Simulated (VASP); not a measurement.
Nb4H: single point with LDA

Slab: Nb4H, a slab with vacuum.

```
Nb H
1.0
     2.92702    0.00000    0.00000
     0.00000    4.13943    0.00000
     0.00000    0.00000   21.25767
Nb H
4 1
Direct
  0.50000 0.50000 0.18817
  0.00000 0.00000 0.25701
  0.50000 0.50000 0.33064
  0.00000 0.00000 0.38846
  0.00000 0.50000 0.50653
```

```
Program                : VASP 6.6.1
Task                   : single point
Functional             : LDA
Potentials or basis    : VASP PAW LDA potentials, release 64 (Nb_sv, H)
Cutoff                 : 520 eV
k mesh                 : 9 × 7 × 1
Occupations            : gaussian, width 0.1 eV
Spin                   : no spin polarisation
Dipole correction      : yes
Further INCAR settings : ALGO = Normal; EDIFF = 1e-07; NBANDS = 34
```

* Largest force: 1.303 eV/Å

Forces in eV/Å, atoms in the order of the input:
```
Nb   0.000  0.000  1.300
Nb   0.000  0.000 -1.303
Nb   0.000  0.000 -0.047
Nb   0.000  0.000  1.016
H    0.000  0.000 -0.965
```

Levels at points of the mesh, in eV from the Fermi level:
```csv
k point,band 22,band 23,band 24,band 25,band 26,band 27,band 28,band 29,band 30,band 31
"(0.00, 0.00, 0.00)",-2.00,-1.23,-0.96,-0.47,-0.29,0.32,0.33,0.34,0.74,1.55
```

It took 2.9 min on 1 thread of Intel(R) Xeon(R) 6975P-C (Granite Rapids), with other jobs on the host, peak memory 0.35 GiB.
